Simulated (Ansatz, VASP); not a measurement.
One calculation of Zr, two programs

```
Zr
1.0
    -1.83382    1.83382    1.83382
     1.83382   -1.83382    1.83382
     1.83382    1.83382   -1.83382
Zr
1
Direct
  0.00000 0.00000 0.00000
```

Change from the starting cell: volume scaled by 1.04, crystal datasets.

Alike in both runs: task electric field gradients; functional LDA; k mesh 16 × 16 × 16; occupations fermi-dirac, width 0.03 eV; no spin polarisation.

```csv
,VASP,Ansatz
version,VASP 6.6.1,Ansatz 0.2.0
potentials or method,"VASP PAW LDA potentials, release 64 (Zr_sv), cutoff 520 eV","all-electron PAW with datasets made for the crystal, scalar-relativistic"
```

|  | VASP | Ansatz | Ansatz less VASP |
| --- | --- | --- | --- |
| pressure (GPa) | -11.9 | -12.0 | -0.04 |

LDA's correlation is that of Perdew and Zunger in VASP and of Perdew and Wang (1992) in Ansatz. Ansatz ran all-electron here, and VASP with PAW potentials.
